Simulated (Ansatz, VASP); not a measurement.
**Two plane-wave programs on Te2Mo**

```
Te Mo
1.0
     6.31961    0.00000    0.00545
     0.00000    3.37243    0.00000
    -0.05420    0.00000   36.17231
Te Mo
4 2
Direct
  0.07701 0.75000 0.44318
  0.92299 0.25000 0.55682
  0.56739 0.25000 0.45908
  0.43261 0.75000 0.54092
  0.81764 0.75000 0.50235
  0.18236 0.25000 0.49765
```

Alike in both runs: functional PBEsol; k mesh 6 × 10 × 1; occupations gaussian, width 0.1 eV; no spin polarisation.

Ansatz relaxed the structure, and its values are those at the end. VASP's run is a single point on that final structure, the one shown.

|  | VASP | Ansatz |
| --- | --- | --- |
| version | VASP 6.6.1 | Ansatz 0.2.0 |
| potentials or method | VASP PAW PBE potentials, release 64 (Te, Mo_sv), cutoff 520 eV | scalar-relativistic, plane waves, PAW |
| valence electrons in the cell | 52 | 92 |

```tsv
	VASP	Ansatz	Ansatz less VASP
gap on the k mesh at the Fermi level (eV)	none	none	-
rms of the force components (eV/Å)	0.013	0.001	-0.0122
```

VASP's potentials were made for PBE, not for PBEsol. A gap of «none» marks a metal or a gap that the smearing closes. VASP's potentials hold 52 valence electrons a cell and Ansatz's 92, so a difference there can come from the potentials and not from the codes.

Neither program's run includes spin-orbit coupling.
